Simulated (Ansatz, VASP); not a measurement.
**GaP: VASP beside Ansatz**

INCAR

```
  PREC = Accurate
  ENCUT = 520
  EDIFF = 1E-7
  ISMEAR = -1
  SIGMA = 0.06
  LREAL = F
  LASPH = T
  NELM = 60
  ALGO = Normal
  ISIF = 2
  LWAVE = F
  LCHARG = F
  GGA = PE
  NBANDS = 16
```

The input KPOINTS:

```
regular mesh
0
Gamma
  3 3 3
```

File POSCAR:

```
GaP
1.0
    0.0000000000      2.7252500000      2.7252500000
    2.7252500000      0.0000000000      2.7252500000
    2.7252500000      2.7252500000      0.0000000000
Ga P
1 1
Direct
    0.0000000000      0.0000000000      0.0000000000
    0.7500000000      0.7500000000      0.7500000000
```

File input.yaml:

```yaml
crystal:
  lattice:
    - [0.0, 2.72525, 2.72525]
    - [2.72525, 0.0, 2.72525]
    - [2.72525, 2.72525, 0.0]
  atoms:
    - { symbol: Ga, position: [0.0, 0.0, 0.0] }
    - { symbol: P, position: [0.75, 0.75, 0.75] }
kpoints:
  mp_grid: { grid: [3, 3, 3] }
scf:
  occupations: { method: fermi_dirac, width: 0.06 }
hamiltonian:
  xc: pbe
  pseudopotentials: { kind: all_electron, lapw: { basis_error: 0.003 } }
output:
  forces: true
  stress: true
  eigenvalues: true
```

Alike in both runs: task single point; functional PBE; k mesh 3 × 3 × 3; occupations fermi-dirac, width 0.06 eV; no spin polarisation.

|  | VASP | Ansatz |
| --- | --- | --- |
| version | VASP 6.6.1 | Ansatz 0.2.0 |
| potentials or method | VASP PAW PBE potentials, release 64 (Ga_d, P), cutoff 520 eV | all-electron LAPW, scalar-relativistic |

|  | VASP | Ansatz | Ansatz less VASP |
| --- | --- | --- | --- |
| gap on the k mesh at the Fermi level (eV) | 1.69 | 1.70 | +0.004 |
| least direct gap on the mesh (eV) | 1.80 | 1.81 | +0.005 |
| pressure (GPa) | 4.1 | 4.1 | 0.00 |

Ansatz ran all-electron here, and VASP with PAW potentials.

The k mesh is coarse, so the values compare programs but aren't converged.
